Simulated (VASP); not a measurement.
# W (I4/mmm) in VASP: further runs

The runs below take W through single point, with PBEsol.

Program: VASP 6.6.1. These are calculated values, not measurements. Logs are shortened: lines on timing, memory, paths and dates and some standing lists are left out, and cuts for length are marked.

## (1) The cell of the first run

It takes space group I4/mmm (No. 139, tetragonal). The conventional cell has a = 2.871 Å, b = 2.871 Å, c = 4.202 Å, α = 90.00°, β = 90.00°, γ = 90.00°. Within 3.8 Å of W (site symmetry 4/mmm) lie 12 W at 2.87 to 2.92 Å.

## (2) Single point, PBEsol (strain +0.0350 x Voigt [0, 0, 1, 0, 0, 0])

INCAR

```
SYSTEM = W
ALGO = Fast
EDIFF = 1E-6
ENCUT = 520
GGA = PS
ISIF = 2
ISMEAR = 0
LASPH = .True.
LCHARG = .False.
LREAL = .False.
LWAVE = .False.
NBANDS = 13
NELM = 60
PREC = Accurate
SIGMA = 0.15
```

KPOINTS

```
k-points
0
Gamma
  20 20 20
  0 0 0
```

POSCAR

```
W
1.0
    0.0000000000      2.0300000000      2.1010500000
    2.0300000000      0.0000000000      2.1010500000
    2.0300000000      2.0300000000      0.0000000000
W
1
Direct
    0.0000000000      0.0000000000      0.0000000000
```

Potentials or basis: VASP PAW PBE potentials, release 64 (W_sv).

On the command line:

```console
$ cat potpaw_PBE.64/W_sv/POTCAR > POTCAR
$ mpirun -np 1 vasp_std > vasp.out
```

OUTCAR:

```text
SYSTEM = W
   EDIFF = 1E-6
   ENCUT = 520
   GGA = PS
   ISIF = 2
   ISMEAR = 0
   LASPH = .True.
   LREAL = .False.
   NELM = 60
   PREC = Accurate

 ion  position               nearest neighbor table
   1  0.000  0.000  0.000-

  LATTYP: Found a body centered tetragonal cell.
 ALAT       =     2.8708535316
 C/A-ratio  =     1.4637110371

  Lattice vectors:

 A1 = (  -2.0300000000,   0.0000000000,   2.1010500000)
 A2 = (   2.0300000000,   0.0000000000,   2.1010500000)
 A3 = (   0.0000000000,   2.0300000000,  -2.1010500000)

Analysis of symmetry for initial positions (statically):
=====================================================================
 Subroutine PRICEL returns:
 Original cell was already a primitive cell.

 Routine SETGRP: Setting up the symmetry group for a
 body centered tetragonal supercell.

 Subroutine GETGRP returns: Found 16 space group operations
 (whereof 16 operations were pure point group operations)
 out of a pool of 16 trial point group operations.

The static configuration has the point symmetry D_4h.

Analysis of symmetry for dynamics (positions and initial velocities):
=====================================================================
 Subroutine PRICEL returns:
 Original cell was already a primitive cell.

 Routine SETGRP: Setting up the symmetry group for a
 body centered tetragonal supercell.

 Subroutine GETGRP returns: Found 16 space group operations
 (whereof 16 operations were pure point group operations)
 out of a pool of 16 trial point group operations.

The dynamic configuration has the point symmetry D_4h.

 Subroutine INISYM returns: Found 16 space group operations
 (whereof 16 operations are pure point group operations),
 and found     1 'primitive' translations

----------------------------------------------------------------------------------------

                                     Primitive cell

  volume of cell :      17.3164

  direct lattice vectors                    reciprocal lattice vectors
     0.000000000  2.030000000  2.101050000    -0.246305419  0.246305419  0.237976250
     2.030000000  0.000000000  2.101050000     0.246305419 -0.246305419  0.237976250
     2.030000000  2.030000000  0.000000000     0.246305419  0.246305419 -0.237976250

  length of vectors
     2.921525475  2.921525475  2.870853532     0.421859472  0.421859472  0.421859472

  position of ions in fractional coordinates (direct lattice)
     0.000000000  0.000000000  0.000000000

  ion indices of the primitive-cell ions
   primitive index   ion index
                 1           1

----------------------------------------------------------------------------------------

 KPOINTS: k-points

Automatic generation of k-mesh.
 Grid dimensions read from file:
 generate k-points for:   20   20   20

 Generating k-lattice:

  Cartesian coordinates                     Fractional coordinates (reciprocal lattice)
    -0.012315271  0.012315271  0.011898812     0.050000000  0.000000000  0.000000000
     0.012315271 -0.012315271  0.011898812     0.000000000  0.050000000  0.000000000
     0.012315271  0.012315271 -0.011898812    -0.000000000 -0.000000000  0.050000000

  Length of vectors
     0.021092974  0.021092974  0.021092974

  Shift w.r.t. Gamma in fractional coordinates (k-lattice)
     0.000000000  0.000000000  0.000000000

 Subroutine IBZKPT returns following result:
 ===========================================

 Found    641 irreducible k-points:

 Following reciprocal coordinates:
            Coordinates               Weight
  0.000000  0.000000  0.000000      1.000000
  0.050000  0.000000  0.000000      8.000000
  0.100000  0.000000  0.000000      8.000000
  0.150000  0.000000  0.000000      8.000000
  0.200000  0.000000  0.000000      8.000000
  0.250000  0.000000  0.000000      8.000000
[... 16 lines left out ...]
 -0.400000  0.050000  0.000000      8.000000
 -0.350000  0.050000  0.000000      8.000000
 [... further k-points ...]
   k-points           NKPTS =    641   k-points in BZ     NKDIM =    641   number of bands    NBANDS=     13
   number of dos      NEDOS =    301   number of ions     NIONS =      1
   total plane-waves  NPLWV =  13824
   dimension x,y,z NGX =    24 NGY =   24 NGZ =   24
   dimension x,y,z NGXF=    48 NGYF=   48 NGZF=   48
   ions per type =               1
   NGX,Y,Z   is equivalent  to a cutoff of  13.66, 13.66, 13.90 a.u.
   NGXF,Y,Z  is equivalent  to a cutoff of  27.31, 27.31, 27.80 a.u.
 SYSTEM =  W
   PREC   = accura    normal or accurate (medium, high low for compatibility)
   ISTART =      0    job   : 0-new  1-cont  2-samecut
   ICHARG =      2    charge: 1-file 2-atom 10-const
   ISPIN  =      1    spin polarized calculation?
   LNONCOLLINEAR =      F non collinear calculations
   LSORBIT =      F    spin-orbit coupling
   LASPH  =      T    aspherical Exc in radial PAW
   ENCUT  =  520.0 eV  38.22 Ry    6.18 a.u.   5.43  5.43  5.34*2*pi/ulx,y,z
   NELM   =     60;   NELMIN=  2; NELMDL= -5     # of ELM steps
   EDIFF  = 0.1E-05   stopping-criterion for ELM
   LREAL  =      F    real-space projection
   EDIFFG = 0.1E-04   stopping-criterion for IOM
   NSW    =      0    number of steps for IOM
   IBRION =     -1    ionic relax: 0-MD 1-quasi-New 2-CG
   NFREE  =      0    steps in history (QN), initial steepest desc. (CG)
   ISIF   =      2    stress and relaxation
   ISYM   =      2    0-nonsym 1-usesym 2-fastsym
   POTIM  = 0.5000    time-step for ionic-motion
   TEBEG  =    0.0;   TEEND  =   0.0 temperature during run
   PSTRESS=    0.0 pullay stress
   NELECT =      14.0000    total number of electrons
   NUPDOWN=      -1.0000    fix difference up-down
   EMIN   =  10.00;   EMAX   =-10.00  energy-range for DOS
   EFERMI =   0.00;   METHOD = LEGACY
   ISMEAR =     0;   SIGMA  =   0.15  broadening in eV -4-tet -1-fermi 0-gaus
   EFERMI_NEDOS =   21; number of points for ismear=-14 and -15
   IALGO  =     68    algorithm
   IMIX   =      4    mixing-type and parameters
     AMIX     =   0.40;   BMIX     =  1.00
     AMIX_MAG =   1.60;   BMIX_MAG =  1.00
  volume/ion in A,a.u.               =      17.32       116.86
  Fermi-wavevector in a.u.,A,eV,Ry     =   1.525099  2.882019 31.646156  2.325927
  Thomas-Fermi vector in A             =   2.633316
   LORBIT       =      0    0 simple, 1 ext, 2 COOP (PROOUT), +10 PAW based schemes
   GGA     = PS    functional components
   LHFCALC =     F    Hartree Fock is set to
   AEXX    =    0.0000 exact exchange contribution
   IVDW    =     0    specifies the selected vdW correction
   LEPSILON=     F    determine dielectric tensor
   LRPA    =     F    only Hartree local field effects (RPA)
 non-spin polarized calculation
 RMM-DIIS sequential band-by-band and
 Gauss-broadening in eV      SIGMA  =   0.15
  energy-cutoff  :      520.00
  volume of cell :       17.32
 maximum number of plane-waves:       489
 NGX is ok and might be reduce to    24
   NGX = 11   NGY = 11   NGZ = 11

 number of electron      13.9999999 magnetization

 Free energy of the ion-electron system (eV)
  ---------------------------------------------------
  ext. energy  EPLUGINS =         0.00000000
  ---------------------------------------------------
  free energy    TOTEN  =       -13.23980613 eV

  energy without entropy =      -13.22516171  energy(sigma->0) =      -13.23248392

 E-fermi :   9.6314     XC(G=0): -13.2595

 val. band max:        9.6289379923   @ k =  -0.4500   0.1000   0.0000
 cond. band min:       9.6350079160   @ k =   0.2000   0.1000   0.0000
 fundamental gap:      0.0060699237
 Fermi energy:         9.6313601489

 k-point     1 :       0.0000    0.0000    0.0000
  band No.  band energies     occupation
      1     -64.1479      2.00000
      2     -27.8546      2.00000
      3     -27.8235      2.00000
      4     -27.8235      2.00000
      5       0.8778      2.00000
      6       8.8159      2.00000
      7       9.2489      1.99969
      8       9.2489      1.99969
      9      11.6447      0.00000
     10      12.2884      0.00000
     11      22.3733      0.00000
     12      26.5991      0.00000
     13      27.6256      0.00000

 k-point     2 :       0.0500    0.0000    0.0000
  band No.  band energies     occupation
      1     -64.1459      2.00000
      2     -27.8682      2.00000
      3     -27.8387      2.00000
      4     -27.8261      2.00000
      5       0.9815      2.00000
      6       8.8208      2.00000
      7       9.2117      1.99992
      8       9.2980      1.99833
      9      11.6092      0.00000
     10      12.2374      0.00000
     11      22.5814      0.00000
     12      26.5101      0.00000
     13      27.3957      0.00000

 k-point     3 :       0.1000    0.0000    0.0000
  band No.  band energies     occupation
      1     -64.1400      2.00000
      2     -27.9323      2.00000
      3     -27.8575      2.00000
      4     -27.8338      2.00000
      5       1.2846      2.00000
      6       8.7382      2.00000
      7       9.2059      1.99994
      8       9.4323      1.93948
      9      11.5312      0.00000
     10      12.1093      0.00000
     11      23.1560      0.00000
     12      25.7465      0.00000
     13      27.6938      0.00000
[... 305 lines left out ...]
 k-point    23 :      -0.4000    0.0500    0.0000
  band No.  band energies     occupation
      1     -64.0688      2.00000
      2     -28.7290      2.00000
      3     -28.0098      2.00000
      4     -27.9205      2.00000
      5       4.3108      2.00000
      6       8.6850      2.00000
      7       9.2815      1.99903
      8       9.3528      1.99136
      9      13.5384      0.00000
     10      14.3876      0.00000
     11      19.7851      0.00000
     12      22.7497      0.00000
     13      27.8175      0.00000

 k-point    24 :      -0.3500    0.0500    0.0000
  band No.  band energies     occupation
      1     -64.0768      2.00000
      2     -28.6425      2.00000
      3     -27.9975      2.00000
      4     -27.9068      2.00000
      5       4.1617      2.00000
      6       8.7143      2.00000
      7       8.8526      2.00000
      8       9.4167      1.95697
      9      12.9754      0.00000
     10      13.8714      0.00000
     11      20.6044      0.00000
     12      23.7322      0.00000
     13      28.7575      0.00000

 [... further k-points ...]
[... 5 lines left out ...]
  --------------------------------------------------------------------------------------
  -------------------------------------------------------------------------------------
  Total       -2.4898150     -2.4898150     -1.5904546      0.0000000     -0.0000000      0.0000000
  in kB     -230.3664396   -230.3664396   -147.1544503      0.0000000     -0.0000000      0.0000000
  external PRESSURE =    -202.6291099 kB  Pullay stress =       0.0000000 kB

 VOLUME and BASIS-vectors are now :
 -----------------------------------------------------------------------------
  energy-cutoff  :      520.00
  volume of cell :       17.32
      direct lattice vectors                 reciprocal lattice vectors
     0.000000000  2.030000000  2.101050000    -0.246305419  0.246305419  0.237976250
     2.030000000  0.000000000  2.101050000     0.246305419 -0.246305419  0.237976250
     2.030000000  2.030000000  0.000000000     0.246305419  0.246305419 -0.237976250

 POSITION                                       TOTAL-FORCE (eV/Angst)
 -----------------------------------------------------------------------------------
      0.00000      0.00000      0.00000        -0.000000     -0.000000      0.000000
 -----------------------------------------------------------------------------------
    total drift:                                0.000000     -0.000000     -0.000000

  FREE ENERGIE OF THE ION-ELECTRON SYSTEM (eV)
  ---------------------------------------------------
  free  energy   TOTEN  =       -13.2398061287 eV

  energy  without entropy=      -13.2251617121  energy(sigma->0) =      -13.23248392
```

It took 2.2 min on 1 thread of Intel Xeon 8259CL, shared host; peak memory 0.25 GiB.

What came out:

| Quantity | Value |
| --- | --- |
| Free energy | -13.2398 eV |
| Pressure | -20.3 GPa |
| Band gap on the k mesh | zero (bands 7 and 8 overlap by 3.43 eV) |

Caveat: the cell differs from its parent crystal (strain +0.0350 x Voigt [0, 0, 1, 0, 0, 0]); the cell stands under tension; the PAW data sets were made with another functional, which shifts forces and pressure a little; spin-orbit coupling is left out, which moves the levels of the heavy elements.

## (3) Single point, PBEsol (strain -0.0400 x Voigt [0, 0, 1, 0, 0, 0])

INCAR

```
PREC = Accurate ; ENCUT = 520
EDIFF = 1E-6 ; ISMEAR = 0
SIGMA = 0.15 ; LREAL = False
LASPH = True ; NELM = 80
ALGO = Fast ; ISIF = 2
LWAVE = False ; LCHARG = False
GGA = PS ; NBANDS = 13
```

KPOINTS

```
regular mesh
0
Gamma
  20 20 20
```

POSCAR

```
W
1.0
    0.0000000000      2.0300000000      1.9488000000
    2.0300000000      0.0000000000      1.9488000000
    2.0300000000      2.0300000000      0.0000000000
W
1
Direct
    0.0000000000      0.0000000000      0.0000000000
```

Potentials or basis: VASP PAW PBE potentials, release 64 (W_sv).

On the command line:

```console
$ cat potpaw_PBE.64/W_sv/POTCAR > POTCAR
$ mpirun -np 1 vasp_std > vasp.out
```

OUTCAR:

```text
PREC = Accurate
   ENCUT = 520
   EDIFF = 1E-6
   ISMEAR = 0
   LREAL = False
   LASPH = True
   NELM = 80
   ISIF = 2
   GGA = PS

 ion  position               nearest neighbor table
   1  0.000  0.000  0.000-

  LATTYP: Found a body centered tetragonal cell.
 ALAT       =     2.8708535316
 C/A-ratio  =     1.3576450199

  Lattice vectors:

 A1 = (   0.0000000000,  -2.0300000000,  -1.9488000000)
 A2 = (   0.0000000000,   2.0300000000,  -1.9488000000)
 A3 = (   2.0300000000,   0.0000000000,   1.9488000000)

[... 556 lines left out ...]
      6       9.7414      2.00000
      7       9.8128      2.00000
      8      10.3073      1.99925
      9      14.4105      0.00000
     10      15.1589      0.00000
     11      22.3793      0.00000
     12      25.3924      0.00000
     13      31.1654      0.00000

 [... further k-points ...]
[... 5 lines left out ...]
  --------------------------------------------------------------------------------------
  -------------------------------------------------------------------------------------
  Total        0.3604187      0.3604187     -1.0033002      0.0000000     -0.0000000     -0.0000000
  in kB       35.9524513     35.9524513   -100.0811192      0.0000000     -0.0000000     -0.0000000
  external PRESSURE =      -9.3920722 kB  Pullay stress =       0.0000000 kB

 VOLUME and BASIS-vectors are now :
 -----------------------------------------------------------------------------
  energy-cutoff  :      520.00
  volume of cell :       16.06
      direct lattice vectors                 reciprocal lattice vectors
     0.000000000  2.030000000  1.948800000    -0.246305419  0.246305419  0.256568144
     2.030000000  0.000000000  1.948800000     0.246305419 -0.246305419  0.256568144
     2.030000000  2.030000000  0.000000000     0.246305419  0.246305419 -0.256568144

 POSITION                                       TOTAL-FORCE (eV/Angst)
 -----------------------------------------------------------------------------------
      0.00000      0.00000      0.00000         0.000000      0.000000      0.000000
 -----------------------------------------------------------------------------------
    total drift:                               -0.000000      0.000000      0.000000

  FREE ENERGIE OF THE ION-ELECTRON SYSTEM (eV)
  ---------------------------------------------------
  free  energy   TOTEN  =       -13.3344064938 eV

  energy  without entropy=      -13.3214366239  energy(sigma->0) =      -13.32792156
```

OSZICAR:

```text
N       E                     dE             d eps       ncg     rms          rms(c)
DAV:   1     0.841126582741E+02    0.84113E+02   -0.74894E+03 16756   0.123E+03
DAV:   2    -0.123595204922E+02   -0.96472E+02   -0.92960E+02 18536   0.316E+02
DAV:   3    -0.140024959154E+02   -0.16430E+01   -0.16345E+01 18406   0.399E+01
DAV:   4    -0.140093484779E+02   -0.68526E-02   -0.68523E-02 18791   0.284E+00
DAV:   5    -0.140094070191E+02   -0.58541E-04   -0.58539E-04 18611   0.248E-01    0.205E+01
RMM:   6    -0.134742543107E+02    0.53515E+00   -0.41945E-01 18112   0.595E+00    0.843E+00
RMM:   7    -0.133383415310E+02    0.13591E+00   -0.28289E-01 18244   0.486E+00    0.716E-01
RMM:   8    -0.133345582981E+02    0.37832E-02   -0.11242E-02 20668   0.116E+00    0.224E-01
RMM:   9    -0.133344057861E+02    0.15251E-03   -0.15992E-03 20363   0.479E-01    0.204E-02
RMM:  10    -0.133344108321E+02   -0.50460E-05   -0.21312E-04 21559   0.180E-01    0.829E-03
RMM:  11    -0.133344053706E+02    0.54616E-05   -0.46935E-05 21341   0.824E-02    0.540E-03
RMM:  12    -0.133344064843E+02   -0.11138E-05   -0.11119E-05 18877   0.399E-02    0.149E-03
RMM:  13    -0.133344064938E+02   -0.95088E-08   -0.20166E-06 15265   0.170E-02
   1 F= -.13334406E+02 E0= -.13327922E+02  d E =-.129699E-01
```

stdout:

```text
POSCAR found type information on POSCAR W
 POSCAR found :  1 types and       1 ions
 scaLAPACK will be used
 -----------------------------------------------------------------------------
|                                                                             |
|                                                                             |
|     You enforced a specific xc type in the INCAR file but a different       |
|     I HOPE YOU KNOW WHAT YOU ARE DOING!                                     |
|                                                                             |
 -----------------------------------------------------------------------------

 LDA part: xc-table for (Slater+PW92), standard interpolation
 POSCAR, INCAR and KPOINTS ok, starting setup
 FFT: planning ... GRIDC
 FFT: planning ... GRID_SOFT
 FFT: planning ... GRID
 WAVECAR not read
 entering main loop
WARNING in EDDRMM: call to ZHEGV failed, returncode =   8  4     11
WARNING in EDDRMM: call to ZHEGV failed, returncode =   6  3     11
```

Wall time 2.4 min (1 thread of Intel Xeon 8259CL, shared host); peak memory 0.25 GiB.

Results:

```yaml
Free_energy: -13.3344 eV
Pressure: -0.9 GPa
Band_gap_on_the_k_mesh: zero (bands 7 and 8 overlap by 4.29 eV)
```

Caveat: the cell differs from its parent crystal (strain -0.0400 x Voigt [0, 0, 1, 0, 0, 0]); the PAW data sets were made with another functional, which shifts forces and pressure a little; spin-orbit coupling is left out, which moves the levels of the heavy elements.

[end of part 1 of 2]
